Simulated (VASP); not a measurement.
# InP (I-4m2) in VASP: notebook

Runs on InP. Level: r2SCAN. Tasks: single point.

Program: VASP 6.6.1. These are calculated values, not measurements. Logs are shortened: lines on timing, memory, paths and dates and some standing lists are left out, and cuts for length are marked.

**1. The cell of the first run**

It takes space group I-4m2 (No. 119, tetragonal). The conventional cell has a = 4.240 Å, b = 4.240 Å, c = 5.730 Å, α = 90.00°, β = 90.00°, γ = 90.00°. In (site symmetry -4m2) has 4 P at 2.56 Å within 3.4 Å. Within 3.4 Å of P (site symmetry -4m2) lie 4 In at 2.56 Å.

**2. Single point, r2SCAN (strain +0.015 along x and y, -0.030 along z)**

File POSCAR:

```
InP
1.0
    0.0000000000      2.9978724482      2.8649618471
    2.9978724482      0.0000000000      2.8649618471
    2.9978724482      2.9978724482      0.0000000000
In P
1 1
Direct
    0.0000000000      0.0000000000      0.0000000000
    0.7500000000      0.7500000000      0.7500000000
```

File INCAR.step1:

```
PREC = Accurate
ENCUT = 520
ISMEAR = 0
SIGMA = 0.05
LREAL = F
LASPH = T
NELM = 60
NBANDS = 16
GGA = PE
ALGO = Normal
EDIFF = 1E-4
LWAVE = T
LCHARG = F
```

File INCAR.step2:

```
PREC = Accurate
ENCUT = 520
EDIFF = 1E-7
ISMEAR = 0
SIGMA = 0.05
LREAL = F
LASPH = T
NELM = 60
ALGO = Normal
ISIF = 2
LWAVE = F
LCHARG = T
METAGGA = R2SCAN
LMIXTAU = T
LELF = T
LVHAR = T
NBANDS = 16
ISTART = 1
```

File KPOINTS:

```
regular mesh
0
Gamma
  8 8 8
```

Potentials or basis: VASP PAW PBE potentials, release 64 (In_d, P).

Started as:

```
$ cat potpaw_PBE.64/In_d/POTCAR potpaw_PBE.64/P/POTCAR > POTCAR
$ cp INCAR.step1 INCAR
$ mpirun -np 1 vasp_std > vasp.out
$ cp INCAR.step2 INCAR
$ mpirun -np 1 vasp_std > vasp.out
```

OUTCAR:

```text
PREC = Accurate
   ENCUT = 520
   EDIFF = 1E-7
   ISMEAR = 0
   LREAL = F
   LASPH = T
   NELM = 60
   ISIF = 2
   METAGGA = R2SCAN
   ISTART = 1

 ion  position               nearest neighbor table
   1  0.000  0.000  0.000-   2 2.56   2 2.56   2 2.56   2 2.56
   2  0.750  0.750  0.750-   1 2.56   1 2.56   1 2.56   1 2.56

  LATTYP: Found a body centered tetragonal cell.
 ALAT       =     4.2396318745
 C/A-ratio  =     1.3515144389

  Lattice vectors:

 A1 = (   0.0000000000,  -2.9978724482,  -2.8649618471)
 A2 = (   0.0000000000,   2.9978724482,  -2.8649618471)
 A3 = (   2.9978724482,   0.0000000000,   2.8649618471)

Analysis of symmetry for initial positions (statically):
=====================================================================
 Subroutine PRICEL returns:
 Original cell was already a primitive cell.

 Routine SETGRP: Setting up the symmetry group for a
 body centered tetragonal supercell.

 Subroutine GETGRP returns: Found  8 space group operations
 (whereof  8 operations were pure point group operations)
 out of a pool of 16 trial point group operations.

The static configuration has the point symmetry D_2d.

Analysis of symmetry for dynamics (positions and initial velocities):
=====================================================================
 Subroutine PRICEL returns:
 Original cell was already a primitive cell.

 Routine SETGRP: Setting up the symmetry group for a
 body centered tetragonal supercell.

 Subroutine GETGRP returns: Found  8 space group operations
 (whereof  8 operations were pure point group operations)
 out of a pool of 16 trial point group operations.

The dynamic configuration has the point symmetry D_2d.

 Subroutine INISYM returns: Found  8 space group operations
 (whereof  8 operations are pure point group operations),
 and found     1 'primitive' translations

----------------------------------------------------------------------------------------

                                     Primitive cell

  volume of cell :      51.4962

  direct lattice vectors                    reciprocal lattice vectors
     0.000000000  2.997872448  2.864961847    -0.166784948  0.166784948  0.174522394
     2.997872448  0.000000000  2.864961847     0.166784948 -0.166784948  0.174522394
     2.997872448  2.997872448  0.000000000     0.166784948  0.166784948 -0.174522394

  length of vectors
     4.146715037  4.146715037  4.239631875     0.293415241  0.293415241  0.293415241

  position of ions in fractional coordinates (direct lattice)
     0.000000000  0.000000000  0.000000000
     0.750000000  0.750000000  0.750000000

  ion indices of the primitive-cell ions
   primitive index   ion index
                 1           1
                 2           2

----------------------------------------------------------------------------------------

 KPOINTS: regular mesh

Automatic generation of k-mesh.
 Grid dimensions read from file:
 generate k-points for:    8    8    8

 Generating k-lattice:

  Cartesian coordinates                     Fractional coordinates (reciprocal lattice)
    -0.020848118  0.020848118  0.021815299     0.125000000  0.000000000  0.000000000
     0.020848118 -0.020848118  0.021815299     0.000000000  0.125000000  0.000000000
     0.020848118  0.020848118 -0.021815299     0.000000000  0.000000000  0.125000000

  Length of vectors
     0.036676905  0.036676905  0.036676905

  Shift w.r.t. Gamma in fractional coordinates (k-lattice)
     0.000000000  0.000000000  0.000000000

 Subroutine IBZKPT returns following result:
 ===========================================

 Found     59 irreducible k-points:

 Following reciprocal coordinates:
            Coordinates               Weight
  0.000000  0.000000  0.000000      1.000000
  0.125000 -0.000000  0.000000      8.000000
  0.250000 -0.000000  0.000000      8.000000
  0.375000  0.000000  0.000000      8.000000
  0.500000 -0.000000  0.000000      4.000000
  0.125000  0.125000  0.000000      2.000000
[... 16 lines left out ...]
  0.250000  0.000000  0.125000     16.000000
  0.375000  0.000000  0.125000     16.000000
 [... further k-points ...]
   k-points           NKPTS =     59   k-points in BZ     NKDIM =     59   number of bands    NBANDS=     16
   number of dos      NEDOS =    301   number of ions     NIONS =      2
   total plane-waves  NPLWV =  32768
   dimension x,y,z NGX =    32 NGY =   32 NGZ =   32
   dimension x,y,z NGXF=    64 NGYF=   64 NGZF=   64
   ions per type =               1   1
   NGX,Y,Z   is equivalent  to a cutoff of  12.83, 12.83, 12.55 a.u.
   NGXF,Y,Z  is equivalent  to a cutoff of  25.66, 25.66, 25.10 a.u.
 SYSTEM =  unknown system
   PREC   = accura    normal or accurate (medium, high low for compatibility)
   ISTART =      1    job   : 0-new  1-cont  2-samecut
   ICHARG =      0    charge: 1-file 2-atom 10-const
   ISPIN  =      1    spin polarized calculation?
   LNONCOLLINEAR =      F non collinear calculations
   LSORBIT =      F    spin-orbit coupling
   LASPH  =      T    aspherical Exc in radial PAW
   ENCUT  =  520.0 eV  38.22 Ry    6.18 a.u.   7.71  7.71  7.88*2*pi/ulx,y,z
   NELM   =     60;   NELMIN=  2; NELMDL=  0     # of ELM steps
   EDIFF  = 0.1E-06   stopping-criterion for ELM
   LREAL  =      F    real-space projection
   EDIFFG = 0.1E-05   stopping-criterion for IOM
   NSW    =      0    number of steps for IOM
   IBRION =     -1    ionic relax: 0-MD 1-quasi-New 2-CG
   NFREE  =      0    steps in history (QN), initial steepest desc. (CG)
   ISIF   =      2    stress and relaxation
   ISYM   =      2    0-nonsym 1-usesym 2-fastsym
   POTIM  = 0.5000    time-step for ionic-motion
   TEBEG  =    0.0;   TEEND  =   0.0 temperature during run
   PSTRESS=    0.0 pullay stress
   NELECT =      18.0000    total number of electrons
   NUPDOWN=      -1.0000    fix difference up-down
   EMIN   =  10.00;   EMAX   =-10.00  energy-range for DOS
   EFERMI =   0.00;   METHOD = LEGACY
   ISMEAR =     0;   SIGMA  =   0.05  broadening in eV -4-tet -1-fermi 0-gaus
   EFERMI_NEDOS =   21; number of points for ismear=-14 and -15
   IALGO  =     38    algorithm
   IMIX   =      4    mixing-type and parameters
     AMIX     =   0.40;   BMIX     =  1.00
     AMIX_MAG =   1.60;   BMIX_MAG =  1.00
  volume/ion in A,a.u.               =      25.75       173.76
  Fermi-wavevector in a.u.,A,eV,Ry     =   1.153207  2.179245 18.094204  1.329886
  Thomas-Fermi vector in A             =   2.289853
   LORBIT       =      0    0 simple, 1 ext, 2 COOP (PROOUT), +10 PAW based schemes
   METAGGA = R2SCAN    functional components
   LHFCALC =     F    Hartree Fock is set to
   AEXX    =    0.0000 exact exchange contribution
   IVDW    =     0    specifies the selected vdW correction
   LEPSILON=     F    determine dielectric tensor
   LRPA    =     F    only Hartree local field effects (RPA)
 non-spin polarized calculation
 Gauss-broadening in eV      SIGMA  =   0.05
  energy-cutoff  :      520.00
  volume of cell :       51.50
 maximum number of plane-waves:      1411
   NGX = 15   NGY = 15   NGZ = 15

 number of electron      18.0000008 magnetization

 Free energy of the ion-electron system (eV)
  ---------------------------------------------------
  ext. energy  EPLUGINS =         0.00000000
  ---------------------------------------------------
  free energy    TOTEN  =       -32.28805581 eV

  energy without entropy =      -32.28805581  energy(sigma->0) =      -32.28805581

 E-fermi :   5.1591     XC(G=0):  -9.7762

 val. band max:        4.8990885448   @ k =   0.0000   0.0000   0.0000
 cond. band min:       5.7890413657   @ k =   0.0000   0.0000   0.0000
 fundamental gap:      0.8899528209
 Fermi energy:         5.1591081248

 k-point     1 :       0.0000    0.0000    0.0000
  band No.  band energies     occupation
      1      -9.8568      2.00000
      2      -9.8568      2.00000
      3      -9.8382      2.00000
      4      -9.6893      2.00000
      5      -9.6809      2.00000
      6      -7.0722      2.00000
[... 8 lines left out ...]
     15      14.3000      0.00000
     16      14.9526      0.00000

 k-point     2 :       0.1250   -0.0000    0.0000
  band No.  band energies     occupation
      1      -9.8718      2.00000
      2      -9.8491      2.00000
      3      -9.8356      2.00000
      4      -9.6898      2.00000
      5      -9.6800      2.00000
      6      -6.8907      2.00000
[... 8 lines left out ...]
     15      14.1275      0.00000
     16      14.6562      0.00000

 k-point     3 :       0.2500   -0.0000    0.0000
  band No.  band energies     occupation
      1      -9.9152      2.00000
      2      -9.8327      2.00000
      3      -9.8212      2.00000
      4      -9.6891      2.00000
      5      -9.6755      2.00000
      6      -6.3860      2.00000
[... 8 lines left out ...]
     15      13.7725      0.00000
     16      14.5028      0.00000

 k-point     4 :       0.3750    0.0000    0.0000
  band No.  band energies     occupation
      1      -9.9567      2.00000
      2      -9.8199      2.00000
      3      -9.8086      2.00000
      4      -9.6852      2.00000
      5      -9.6671      2.00000
      6      -5.7184      2.00000
[... 8 lines left out ...]
     15      14.7979      0.00000
     16      14.8485      0.00000
[... 324 lines left out ...]
 k-point    22 :       0.1250    0.0000    0.1250
  band No.  band energies     occupation
      1      -9.8893      2.00000
      2      -9.8410      2.00000
      3      -9.8252      2.00000
      4      -9.6901      2.00000
      5      -9.6802      2.00000
      6      -6.8373      2.00000
[... 8 lines left out ...]
     15      14.7341      0.00000
     16      15.0747      0.00000

 k-point    23 :       0.2500    0.0000    0.1250
  band No.  band energies     occupation
      1      -9.9233      2.00000
      2      -9.8253      2.00000
      3      -9.8124      2.00000
      4      -9.6928      2.00000
      5      -9.6763      2.00000
      6      -6.4454      2.00000
[... 8 lines left out ...]
     15      14.6726      0.00000
     16      15.7768      0.00000

 k-point    24 :       0.3750    0.0000    0.1250
  band No.  band energies     occupation
      1      -9.9580      2.00000
      2      -9.8140      2.00000
      3      -9.8005      2.00000
      4      -9.6900      2.00000
      5      -9.6712      2.00000
      6      -5.8191      2.00000
[... 8 lines left out ...]
     15      15.0530      0.00000
     16      15.5169      0.00000

 [... further k-points ...]

------------------------ aborting loop because EDIFF is reached ----------------------------------------

  FORCE on cell =-STRESS in cart. coord.  units (eV):
  Direction    XX          YY          ZZ          XY          YZ          ZX
  --------------------------------------------------------------------------------------
  -------------------------------------------------------------------------------------
  Total       -0.2395944     -0.2395944      0.3575674      0.0000000     -0.0000000      0.0000000
  in kB       -7.4543892     -7.4543892     11.1248287      0.0000000     -0.0000000      0.0000000
  external PRESSURE =      -1.2613166 kB  Pullay stress =       0.0000000 kB

 VOLUME and BASIS-vectors are now :
 -----------------------------------------------------------------------------
  energy-cutoff  :      520.00
  volume of cell :       51.50
      direct lattice vectors                 reciprocal lattice vectors
     0.000000000  2.997872448  2.864961847    -0.166784948  0.166784948  0.174522394
     2.997872448  0.000000000  2.864961847     0.166784948 -0.166784948  0.174522394
     2.997872448  2.997872448  0.000000000     0.166784948  0.166784948 -0.174522394

 POSITION                                       TOTAL-FORCE (eV/Angst)
 -----------------------------------------------------------------------------------
      0.00000      0.00000      0.00000        -0.000000     -0.000000      0.000000
      4.49681      4.49681      4.29744         0.000000      0.000000     -0.000000
 -----------------------------------------------------------------------------------
    total drift:                               -0.000003     -0.000003      0.000013

  FREE ENERGIE OF THE ION-ELECTRON SYSTEM (eV)
  ---------------------------------------------------
  free  energy   TOTEN  =       -32.2880558124 eV

  energy  without entropy=      -32.2880558124  energy(sigma->0) =      -32.28805581
```

Run time: 86 s. Hardware: 1 thread of Intel Xeon Platinum 8559C (Emerald Rapids), shared host; peak memory 0.2 GiB.

Results:

| Item | Value |
| --- | --- |
| Free energy | -32.2881 eV |
| Pressure | -0.1 GPa |
| Band gap on the k mesh | 0.89 eV |

Levels at points of the mesh, in eV from the valence-band top:
```csv
k point,band 6,band 7,band 8,band 9,band 10,band 11,band 12,band 13
"(0.00, 0.00, 0.00)",-11.97,-0.21,-0.21,0.00,0.89,4.26,4.34,4.34
"(0.50, 0.00, 0.00)",-10.24,-5.89,-1.25,-0.96,1.64,4.87,5.22,7.38
"(0.50, 0.50, 0.00)",-9.49,-5.72,-2.63,-2.63,1.75,2.13,9.89,9.99
"(0.50, 0.00, 0.50)",-9.65,-6.00,-2.39,-2.36,2.00,2.56,9.42,9.81
```

Caveat: the cell differs from its parent crystal (strain +0.015 along x and y, -0.030 along z); the PAW data sets were made with another functional, which shifts forces and pressure a little; spin-orbit coupling is left out, which moves the levels of the heavy elements.

(Continued in part 2 of 2.)
